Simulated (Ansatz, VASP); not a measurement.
## Y: VASP beside Ansatz

```
CELL_PARAMETERS angstrom
-1.98584 1.98584 1.98584
1.98584 -1.98584 1.98584
1.98584 1.98584 -1.98584
ATOMIC_POSITIONS crystal
Y 0.00000 0.00000 0.00000
```

Alike in both runs: functional PBEsol; k mesh 8 × 8 × 8; occupations gaussian, width 0.1 eV; no spin polarisation.

Ansatz relaxed the structure, and its values are those at the end. VASP's run is a single point on that final structure, the one shown.

|  | VASP | Ansatz |
| --- | --- | --- |
| version | VASP 6.6.1 | Ansatz 0.2.0 |
| potentials or method | VASP PAW PBE potentials, release 64 (Y_sv), cutoff 500 eV | scalar-relativistic, plane waves, PAW |
| valence electrons in the cell | 11 | 11 |

|  | VASP | Ansatz | Ansatz less VASP |
| --- | --- | --- | --- |
| gap on the k mesh at the Fermi level (eV) | none | none | - |
| pressure (GPa) | 0.0 | 0.2 | +0.12 |

VASP's potentials were made for PBE, not for PBEsol. A gap of «none» marks a metal or a gap that the smearing closes.
